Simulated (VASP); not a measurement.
# CaO (I-4m2) in VASP: single point with HSE06

Aim: the single point of CaO with HSE06.

Everything below comes from runs of VASP 6.6.1. Logs are shortened: lines on timing, memory, paths and dates and some standing lists are left out, and cuts for length are marked.

## (1) The cell of the first run

The structure is tetragonal, space group I-4m2 (No. 119). The conventional cell has a = 3.686 Å, b = 3.686 Å, c = 5.001 Å, α = 90.00°, β = 90.00°, γ = 90.00°. Ca (site symmetry -4m2) has 4 O at 2.23 Å within 2.9 Å. O (site symmetry -4m2) has 4 Ca at 2.23 Å within 2.9 Å.

## (2) Single point, HSE06 (uniaxial x strain -4.1%)

The input, POSCAR:

```
CaO
1.0
    0.0000000000      2.6067317416      2.6067317416
    2.5006377597      0.0000000000      2.6067317416
    2.5006377597      2.6067317416      0.0000000000
Ca O
1 1
Direct
    0.0000000000      0.0000000000      0.0000000000
    0.2500000000      0.2500000000      0.2500000000
```

The input, INCAR.step1:

```
PREC = Accurate
ENCUT = 520
EDIFF = 1E-5
ISMEAR = 0
SIGMA = 0.01
LREAL = False
LASPH = True
NELM = 100
ALGO = Normal
ISIF = 2
LWAVE = True
LCHARG = False
GGA = PE
NBANDS = 15
```

The input, INCAR.step2:

```
PREC = Accurate
ENCUT = 520
EDIFF = 1E-6
ISMEAR = 0
SIGMA = 0.01
LREAL = False
LASPH = True
NELM = 100
ALGO = Normal
ISIF = 2
LWAVE = False
LCHARG = False
GGA = PE
LHFCALC = True
HFSCREEN = 0.2079
PRECFOCK = Normal
ISTART = 1
NBANDS = 15
```

The input, KPOINTS:

```
regular mesh
0
Gamma
  6 6 6
```

Potentials or basis: VASP PAW PBE potentials, release 64 (Ca_sv, O).

The run is started by

```sh
$ cat potpaw_PBE.64/Ca_sv/POTCAR potpaw_PBE.64/O/POTCAR > POTCAR
$ cp INCAR.step1 INCAR
$ mpirun -np 1 vasp_std > vasp.out
$ cp INCAR.step2 INCAR
$ mpirun -np 1 vasp_std > vasp.out
```

OUTCAR:

```text
PREC = Accurate
   ENCUT = 520
   EDIFF = 1E-6
   ISMEAR = 0
   LREAL = False
   LASPH = True
   NELM = 100
   ISIF = 2
   GGA = PE
   LHFCALC = True
   HFSCREEN = 0.2079
   PRECFOCK = Normal
   ISTART = 1

 ion  position               nearest neighbor table
   1  0.000  0.000  0.000-   2 2.23   2 2.23   2 2.23   2 2.23
   2  0.250  0.250  0.250-   1 2.23   1 2.23   1 2.23   1 2.23

  LATTYP: Found a body centered tetragonal cell.
 ALAT       =     3.6864753824
 C/A-ratio  =     1.3566550704

  Lattice vectors:

 A1 = (  -2.5006377597,   0.0000000000,  -2.6067317416)
 A2 = (  -2.5006377597,   0.0000000000,   2.6067317416)
 A3 = (   2.5006377597,   2.6067317416,   0.0000000000)

Analysis of symmetry for initial positions (statically):
=====================================================================
 Subroutine PRICEL returns:
 Original cell was already a primitive cell.

 Routine SETGRP: Setting up the symmetry group for a
 body centered tetragonal supercell.

 Subroutine GETGRP returns: Found  8 space group operations
 (whereof  8 operations were pure point group operations)
 out of a pool of 16 trial point group operations.

The static configuration has the point symmetry D_2d.

Analysis of symmetry for dynamics (positions and initial velocities):
=====================================================================
 Subroutine PRICEL returns:
 Original cell was already a primitive cell.

 Routine SETGRP: Setting up the symmetry group for a
 body centered tetragonal supercell.

 Subroutine GETGRP returns: Found  8 space group operations
 (whereof  8 operations were pure point group operations)
 out of a pool of 16 trial point group operations.

The dynamic configuration has the point symmetry D_2d.

 Subroutine INISYM returns: Found  8 space group operations
 (whereof  8 operations are pure point group operations),
 and found     1 'primitive' translations

----------------------------------------------------------------------------------------

                                     Primitive cell

  volume of cell :      33.9839

  direct lattice vectors                    reciprocal lattice vectors
     0.000000000  2.606731742  2.606731742    -0.199948992  0.191811068  0.191811068
     2.500637760  0.000000000  2.606731742     0.199948992 -0.191811068  0.191811068
     2.500637760  2.606731742  0.000000000     0.199948992  0.191811068 -0.191811068

  length of vectors
     3.686475382  3.612234707  3.612234707     0.336990462  0.336990462  0.336990462

  position of ions in fractional coordinates (direct lattice)
     0.000000000  0.000000000  0.000000000
     0.250000000  0.250000000  0.250000000

  ion indices of the primitive-cell ions
   primitive index   ion index
                 1           1
                 2           2

----------------------------------------------------------------------------------------

 KPOINTS: regular mesh

Automatic generation of k-mesh.
 Grid dimensions read from file:
 generate k-points for:    6    6    6

 Generating k-lattice:

  Cartesian coordinates                     Fractional coordinates (reciprocal lattice)
    -0.033324832  0.031968511  0.031968511     0.166666667  0.000000000  0.000000000
     0.033324832 -0.031968511  0.031968511     0.000000000  0.166666667 -0.000000000
     0.033324832  0.031968511 -0.031968511     0.000000000 -0.000000000  0.166666667

  Length of vectors
     0.056165077  0.056165077  0.056165077

  Shift w.r.t. Gamma in fractional coordinates (k-lattice)
     0.000000000  0.000000000  0.000000000

 Subroutine IBZKPT returns following result:
 ===========================================

 Found     30 irreducible k-points:

 Following reciprocal coordinates:
            Coordinates               Weight
  0.000000  0.000000  0.000000      1.000000
  0.166667  0.000000  0.000000      8.000000
  0.333333  0.000000  0.000000      8.000000
  0.500000  0.000000  0.000000      4.000000
  0.166667  0.166667  0.000000      4.000000
  0.333333  0.166667  0.000000     16.000000
[... 16 lines left out ...]
 -0.333333  0.500000  0.166667      4.000000
  0.333333 -0.333333  0.166667      8.000000
 [... further k-points ...]
   k-points           NKPTS =     30   k-points in BZ     NKDIM =    216   number of bands    NBANDS=     15
   number of dos      NEDOS =    301   number of ions     NIONS =      2
   total plane-waves  NPLWV =  21952
   dimension x,y,z NGX =    28 NGY =   28 NGZ =   28
   dimension x,y,z NGXF=    56 NGYF=   56 NGZF=   56
   ions per type =               1   1
   NGX,Y,Z   is equivalent  to a cutoff of  12.63, 12.89, 12.89 a.u.
   NGXF,Y,Z  is equivalent  to a cutoff of  25.25, 25.77, 25.77 a.u.
 SYSTEM =  unknown system
   PREC   = accura    normal or accurate (medium, high low for compatibility)
   ISTART =      1    job   : 0-new  1-cont  2-samecut
   ICHARG =      0    charge: 1-file 2-atom 10-const
   ISPIN  =      1    spin polarized calculation?
   LNONCOLLINEAR =      F non collinear calculations
   LSORBIT =      F    spin-orbit coupling
   LASPH  =      T    aspherical Exc in radial PAW
   ENCUT  =  520.0 eV  38.22 Ry    6.18 a.u.   6.85  6.72  6.72*2*pi/ulx,y,z
   NELM   =    100;   NELMIN=  2; NELMDL=  0     # of ELM steps
   EDIFF  = 0.1E-05   stopping-criterion for ELM
   LREAL  =      F    real-space projection
   EDIFFG = 0.1E-04   stopping-criterion for IOM
   NSW    =      0    number of steps for IOM
   IBRION =     -1    ionic relax: 0-MD 1-quasi-New 2-CG
   NFREE  =      0    steps in history (QN), initial steepest desc. (CG)
   ISIF   =      2    stress and relaxation
   ISYM   =      3    0-nonsym 1-usesym 2-fastsym
   POTIM  = 0.5000    time-step for ionic-motion
   TEBEG  =    0.0;   TEEND  =   0.0 temperature during run
   PSTRESS=    0.0 pullay stress
   NELECT =      16.0000    total number of electrons
   NUPDOWN=      -1.0000    fix difference up-down
   EMIN   =  10.00;   EMAX   =-10.00  energy-range for DOS
   EFERMI =   0.00;   METHOD = LEGACY
   ISMEAR =     0;   SIGMA  =   0.01  broadening in eV -4-tet -1-fermi 0-gaus
   EFERMI_NEDOS =   21; number of points for ismear=-14 and -15
   IALGO  =     38    algorithm
   IMIX   =      1    mixing-type and parameters
     AMIX     =   0.40;   BMIX     =  1.00
     AMIX_MAG =   1.60;   BMIX_MAG =  1.00
  volume/ion in A,a.u.               =      16.99       114.67
  Fermi-wavevector in a.u.,A,eV,Ry     =   1.273572  2.406703 22.068472  1.621987
  Thomas-Fermi vector in A             =   2.406388
   LORBIT       =      0    0 simple, 1 ext, 2 COOP (PROOUT), +10 PAW based schemes
   GGA     = PE    functional components
   LHFCALC =     T    Hartree Fock is set to
   PRECFOCK=normal    Normal, Fast or Accurate (Low or Medium for compatibility)
   ENCUT4O =  -1.0   cutoff for four orbital integrals eV
   NKREDX  =     1    reduce k-point grid by
   NKREDY  =     1    reduce k-point grid by
   NKREDZ  =     1    reduce k-point grid by
   AEXX    =    0.2500 exact exchange contribution
   HFSCREEN=    0.2079 screening length (either q_TF or 0.3 A-1)
   HFSCREENC=   0.2079 screening length for correlation (either q_TF or 0.3 A-1)
   ENCUTFOCK=  -1.0 apply spherical cutoff to Coloumb kernel
   IVDW    =     0    specifies the selected vdW correction
   LEPSILON=     F    determine dielectric tensor
   LRPA    =     F    only Hartree local field effects (RPA)
 non-spin polarized calculation
 Gauss-broadening in eV      SIGMA  =   0.01
  energy-cutoff  :      520.00
  volume of cell :       33.98
 maximum number of plane-waves:       925
  NGX = 24; NGY = 24; NGZ = 24

 number of electron      15.9999997 magnetization

 Free energy of the ion-electron system (eV)
  ---------------------------------------------------
  ext. energy  EPLUGINS =         0.00000000
  ---------------------------------------------------
  free energy    TOTEN  =       -14.42611450 eV

  energy without entropy =      -14.42611450  energy(sigma->0) =      -14.42611450

 E-fermi :  -0.2549     XC(G=0):  -7.6126

 val. band max:       -0.3615573557   @ k =   0.5000   0.5000   0.0000
 cond. band min:       4.4775777907   @ k =   0.0000   0.0000   0.0000
 fundamental gap:      4.8391351464
 Fermi energy:        -0.2548798409

 k-point     1 :       0.0000    0.0000    0.0000
  band No.  band energies     occupation
      1     -39.8897      2.00000
      2     -19.3527      2.00000
      3     -19.3443      2.00000
      4     -19.3443      2.00000
      5     -16.6998      2.00000
      6      -1.1076      2.00000
      7      -1.1076      2.00000
      8      -1.0737      2.00000
      9       4.4776      0.00000
     10       9.7066      0.00000
     11      10.0700      0.00000
     12      11.5574      0.00000
     13      11.5574      0.00000
     14      11.9671      0.00000
     15      18.2685      0.00000

 k-point     2 :       0.1667    0.0000    0.0000
  band No.  band energies     occupation
      1     -39.8752      2.00000
      2     -19.6548      2.00000
      3     -19.3647      2.00000
      4     -19.3644      2.00000
      5     -16.3997      2.00000
      6      -1.3487      2.00000
      7      -1.0348      2.00000
      8      -0.9926      2.00000
      9       5.4202      0.00000
     10       9.4142      0.00000
     11       9.6940      0.00000
     12      11.2274      0.00000
     13      11.9053      0.00000
     14      12.1223      0.00000
     15      15.9101      0.00000

 k-point     3 :       0.3333    0.0000    0.0000
  band No.  band energies     occupation
      1     -39.8461      2.00000
      2     -20.1338      2.00000
      3     -19.4042      2.00000
      4     -19.3942      2.00000
      5     -15.9531      2.00000
      6      -1.5175      2.00000
      7      -0.9068      2.00000
      8      -0.8279      2.00000
      9       6.9706      0.00000
     10       9.3926      0.00000
     11       9.5466      0.00000
     12      10.3884      0.00000
     13      11.8862      0.00000
     14      11.9175      0.00000
     15      14.0053      0.00000

 k-point     4 :       0.5000    0.0000    0.0000
  band No.  band energies     occupation
      1     -39.8314      2.00000
      2     -20.3343      2.00000
      3     -19.4239      2.00000
      4     -19.4089      2.00000
      5     -15.7780      2.00000
      6      -1.4768      2.00000
      7      -0.8522      2.00000
      8      -0.7554      2.00000
      9       7.6138      0.00000
     10       9.6374      0.00000
     11       9.6599      0.00000
     12       9.7828      0.00000
     13      11.4803      0.00000
     14      11.5311      0.00000
     15      14.1462      0.00000
[... 307 lines left out ...]
 k-point    22 :       0.3333    0.5000    0.1667
  band No.  band energies     occupation
      1     -39.8282      2.00000
      2     -20.2724      2.00000
      3     -19.5462      2.00000
      4     -19.4632      2.00000
      5     -15.6527      2.00000
      6      -1.5649      2.00000
      7      -0.8595      2.00000
      8      -0.5703      2.00000
      9       6.8521      0.00000
     10       8.1208      0.00000
     11      10.2669      0.00000
     12      11.3313      0.00000
     13      11.9986      0.00000
     14      12.3015      0.00000
     15      15.1640      0.00000

 k-point    23 :      -0.3333    0.5000    0.1667
  band No.  band energies     occupation
      1     -39.8129      2.00000
      2     -20.3973      2.00000
      3     -19.6028      2.00000
      4     -19.5113      2.00000
      5     -15.4836      2.00000
      6      -1.6144      2.00000
      7      -0.7501      2.00000
      8      -0.3981      2.00000
      9       6.2259      0.00000
     10       7.9902      0.00000
     11      10.7512      0.00000
     12      11.3481      0.00000
     13      12.0640      0.00000
     14      14.3229      0.00000
     15      15.3750      0.00000

 k-point    24 :       0.3333   -0.3333    0.1667
  band No.  band energies     occupation
      1     -39.8188      2.00000
      2     -20.3498      2.00000
      3     -19.6037      2.00000
      4     -19.4892      2.00000
      5     -15.5283      2.00000
      6      -1.3009      2.00000
      7      -1.0314      2.00000
      8      -0.4894      2.00000
      9       6.5732      0.00000
     10       8.2015      0.00000
     11      10.0915      0.00000
     12      11.5450      0.00000
     13      12.0091      0.00000
     14      13.1985      0.00000
     15      14.7131      0.00000

 [... further k-points ...]

------------------------ aborting loop because EDIFF is reached ----------------------------------------

  FORCE on cell =-STRESS in cart. coord.  units (eV):
  Direction    XX          YY          ZZ          XY          YZ          ZX
  --------------------------------------------------------------------------------------
  -------------------------------------------------------------------------------------
  Total        0.9516056      0.9015654      0.9015654      0.0000000      0.0000000      0.0000000
  in kB       44.8635993     42.5044469     42.5044469      0.0000000      0.0000000      0.0000000
  external PRESSURE =      43.2908310 kB  Pullay stress =       0.0000000 kB

 VOLUME and BASIS-vectors are now :
 -----------------------------------------------------------------------------
  energy-cutoff  :      520.00
  volume of cell :       33.98
      direct lattice vectors                 reciprocal lattice vectors
     0.000000000  2.606731742  2.606731742    -0.199948992  0.191811068  0.191811068
     2.500637760  0.000000000  2.606731742     0.199948992 -0.191811068  0.191811068
     2.500637760  2.606731742  0.000000000     0.199948992  0.191811068 -0.191811068

 POSITION                                       TOTAL-FORCE (eV/Angst)
 -----------------------------------------------------------------------------------
      0.00000      0.00000      0.00000        -0.000000     -0.000000     -0.000000
      1.25032      1.30337      1.30337         0.000000      0.000000      0.000000
 -----------------------------------------------------------------------------------
    total drift:                                0.000000     -0.000000     -0.000000

  FREE ENERGIE OF THE ION-ELECTRON SYSTEM (eV)
  ---------------------------------------------------
  free  energy   TOTEN  =       -14.4261145044 eV

  energy  without entropy=      -14.4261145044  energy(sigma->0) =      -14.42611450
```

Wall time 75 min (1 thread of Intel Xeon Platinum 8259CL at 2.50GHz (Skylake/Cascade Lake), shared host); peak memory 0.29 GiB.

Results:

```
Free energy            : -14.4261 eV
Pressure               : 4.3 GPa
Band gap on the k mesh : 4.84 eV (least direct gap 5.55 eV)
```

Stress tensor (GPa, compression positive):
```
4.49 0.00 0.00
0.00 4.25 0.00
0.00 0.00 4.25
```

Caveat: the cell differs from its parent crystal (uniaxial x strain -4.1%); the cell stands under pressure; the structure was generated, so it needn't be the stable form of CaO; the PAW data sets were made with another functional, which shifts forces and pressure a little. A k mesh can miss the band edges.
